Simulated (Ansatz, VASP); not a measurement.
One calculation of TiIn2Te3, two programs

```xyz
6
Lattice="7.0696 0.0000 0.0000 -3.5348 6.1224 0.0000 0.0000 0.0000 3.7092" Properties=species:S:1:pos:R:3 pbc="T T T"
Ti    0.0000    0.0000    1.8546
In    3.5348    2.0408    1.8546
In    0.0000    4.0816    1.8546
Te   -1.7674    3.0612    0.0000
Te    1.7674    3.0612    0.0000
Te    3.5348    0.0000    0.0000
```

Change from the starting cell: species swapped into the NdB2Ir3 type (P6/mmm, No. 191).

Alike in both runs: task relaxation of cell and atoms; functional PBE; k mesh 3 × 3 × 6; occupations gaussian, width 0.1 eV; no spin polarisation.

|  | VASP | Ansatz |
| --- | --- | --- |
| version | VASP 6.6.1 | Ansatz 0.2.0 |
| potentials or method | VASP PAW PBE potentials, release 64 (Ti_sv, In_d, Te), cutoff 600 eV | scalar-relativistic, plane waves, PAW |
| valence electrons in the cell | 56 | 86 |

|  | VASP | Ansatz | Ansatz less VASP |
| --- | --- | --- | --- |
| gap on the k mesh at the Fermi level, each at its own relaxed structure (eV) | none | none | - |
| relaxed volume (Å³/atom) | 35.43 | 34.87 | -0.552 |
| relaxed cell length with the largest relative difference (Å) | 3.838 | 3.949 | +0.1109 |

A gap of «none» marks a metal or a gap that the smearing closes. VASP's potentials hold 56 valence electrons a cell and Ansatz's 86, so a difference there can come from the potentials and not from the codes.

Spin-orbit coupling is off throughout. Noted on VASP's run: the volume moved by over 15 % at a fixed basis, so the end points are rough.
